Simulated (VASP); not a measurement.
Input of a VASP 6.6.1 run:

Contents of POSCAR:

```
Ag2ClF
1.0
    1.9625646115      1.1330872067      5.3810692714
   -1.9625646115      1.1330872067      5.3810692714
    0.0000000000     -2.2661744135      5.3810692714
F Cl Ag
1 1 2
Direct
    1.0000000000      0.0000000000      0.0000000000
    0.5000000000      0.5000000000      0.5000000000
    0.2656404912      0.2656404912      0.2656404912
    0.7343595088      0.7343595088      0.7343595088
```

INCAR.step1

```
SYSTEM = Ag2ClF
PREC     = Accurate       ! precision mode
ENCUT    = 770            ! plane-wave cutoff, eV
ISMEAR   = -1             ! smearing method
SIGMA    = 0.02           ! smearing width, eV
LREAL    = .FALSE.        ! projectors in reciprocal space
LASPH    = .TRUE.         ! aspherical terms in the spheres
NELM     = 120            ! most SCF steps
NBANDS   = 34             ! bands
GGA      = PE             ! functional
ALGO     = Normal         ! electronic algorithm
EDIFF    = 1E-5           ! SCF threshold, eV
LWAVE    = .TRUE.         ! write WAVECAR
LCHARG   = .FALSE.        ! write CHGCAR
GGA_COMPAT= .FALSE.
```

The input INCAR.step2:

```
SYSTEM = Ag2ClF
PREC     = Accurate       ! precision mode
ENCUT    = 770            ! plane-wave cutoff, eV
EDIFF    = 1E-6           ! SCF threshold, eV
ISMEAR   = -1             ! smearing method
SIGMA    = 0.02           ! smearing width, eV
LREAL    = .FALSE.        ! projectors in reciprocal space
LASPH    = .TRUE.         ! aspherical terms in the spheres
NELM     = 120            ! most SCF steps
ALGO     = Normal         ! electronic algorithm
ISIF     = 2              ! what is computed and relaxed
LWAVE    = .FALSE.        ! write WAVECAR
LCHARG   = .TRUE.         ! write CHGCAR
METAGGA  = R2SCAN         ! meta-GGA
LMIXTAU  = .TRUE.       
LELF     = .TRUE.         ! ELF
LVHAR    = .TRUE.       
NBANDS   = 34             ! bands
ISTART   = 1            
GGA_COMPAT= .FALSE.
```

The input KPOINTS:

```
regular mesh
0
G
  6 6 6
  0 0 0
```

Potentials or basis: VASP PAW PBE potentials, release 64 (F, Cl, Ag_sv_GW).

Command:

```bash
$ cat potpaw_PBE.64/F/POTCAR potpaw_PBE.64/Cl/POTCAR potpaw_PBE.64/Ag_sv_GW/POTCAR > POTCAR
$ cp INCAR.step1 INCAR
$ mpirun -np 1 vasp_std > vasp.out
$ cp INCAR.step2 INCAR
$ mpirun -np 1 vasp_std > vasp.out
```

Problem. What does it give for the largest force?

Solution. 0.006 eV/Å.

Problem. What does it give for the pressure?

Solution. -2.0 GPa.

Stress tensor (GPa, compression positive):
```
-2.13  0.00  0.00
 0.00 -2.13  0.00
 0.00  0.00 -1.68
```

Caveat: the PAW data sets were made with another functional, which shifts forces and pressure a little.
